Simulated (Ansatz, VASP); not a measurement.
## SiO2 in VASP and in Ansatz

POSCAR

```
SiO2
1.0
    5.0360754339      0.0000000000      0.0000000000
   -2.5180377169      4.3613692611      0.0000000000
    0.0000000000      0.0000000000      8.5650778597
Si O
4 8
Direct
    0.6666666667      0.3333333333      0.9370460698
    0.6666666667      0.3333333333      0.5629539302
    0.3333333333      0.6666666667      0.0629539302
    0.3333333333      0.6666666667      0.4370460698
    0.0000000000      0.4133082251      0.0000000000
    0.4133082251      0.4133082251      0.5000000000
    0.5866917749      0.0000000000      0.5000000000
    0.5866917749      0.5866917749      0.0000000000
    0.0000000000      0.5866917749      0.5000000000
    0.6666666667      0.3333333333      0.7500000000
    0.3333333333      0.6666666667      0.2500000000
    0.4133082251      0.0000000000      0.0000000000
```

INCAR.step1

```
SYSTEM = SiO2
  ALGO = Normal
  EDIFF = 1E-4
  ENCUT = 520
  GGA = PE
  ISMEAR = 0
  LASPH = .True.
  LCHARG = .False.
  LREAL = .False.
  LWAVE = .True.
  NBANDS = 44
  NELM = 100
  PREC = Accurate
  SIGMA = 0.02
```

INCAR.step2

```
SYSTEM = SiO2
  ALGO = Normal
  EDIFF = 1E-6
  ENCUT = 520
  ISIF = 2
  ISMEAR = 0
  ISTART = 1
  LASPH = .True.
  LCHARG = .False.
  LMIXTAU = .True.
  LREAL = .False.
  LWAVE = .False.
  METAGGA = R2SCAN
  NBANDS = 44
  NELM = 100
  PREC = Accurate
  SIGMA = 0.02
```

Contents of KPOINTS:

```
k-points
0
Gamma
  6 6 4
  0 0 0
```

Input for Ansatz:

```yaml
crystal:
  lattice:
    - [5.0360753492, 0.0, 0.0]
    - [-2.5180376746, 4.3613691878, 0.0]
    - [0.0, 0.0, 8.5650778639]
  atoms:
    - { symbol: Si, position: [0.6666666667, 0.3333333333, 0.9370460701] }
    - { symbol: Si, position: [0.6666666667, 0.3333333333, 0.5629539299] }
    - { symbol: Si, position: [0.3333333333, 0.6666666667, 0.0629539299] }
    - { symbol: Si, position: [0.3333333333, 0.6666666667, 0.4370460701] }
    - { symbol: O, position: [0.0, 0.4133082063, 0.0] }
    - { symbol: O, position: [0.4133082063, 0.4133082063, 0.5] }
    - { symbol: O, position: [0.5866917937, 0.0, 0.5] }
    - { symbol: O, position: [0.5866917937, 0.5866917937, 0.0] }
    - { symbol: O, position: [0.0, 0.5866917937, 0.5] }
    - { symbol: O, position: [0.6666666667, 0.3333333333, 0.75] }
    - { symbol: O, position: [0.3333333333, 0.6666666667, 0.25] }
    - { symbol: O, position: [0.4133082063, 0.0, 0.0] }
basis:
  ecutwfc: 500
kpoints:
  mp_grid: { grid: [6, 6, 4] }
hamiltonian:
  xc: r2scan
scf:
  occupations: { method: gaussian, width: 0.02 }
output:
  forces: true
  stress: true
  eigenvalues: true
```

Alike in both runs: task single point; functional r2SCAN; k mesh 6 × 6 × 4; occupations gaussian, width 0.02 eV; no spin polarisation.

|  | VASP | Ansatz |
| --- | --- | --- |
| version | VASP 6.6.1 | Ansatz 0.2.0 |
| potentials or method | VASP PAW PBE potentials, release 64 (Si, O), cutoff 520 eV | scalar-relativistic, plane waves, PAW |
| valence electrons in the cell | 64 | 64 |

Ansatz gave:

```
gap on the k mesh at the Fermi level (eV) : 6.18
least direct gap on the mesh (eV)         : 6.24
pressure (GPa)                            : 0.0
rms of the force components (eV/Å)        : 0.000
```

Which values does VASP return?

gap on the k mesh at the Fermi level (eV): 6.18; least direct gap on the mesh (eV): 6.24; pressure (GPa): 0.1; rms of the force components (eV/Å): 0.006.

VASP's potentials were made for PBE, not for r2SCAN. Atom by atom the forces differ by 0.006 eV/Å (rms over components).
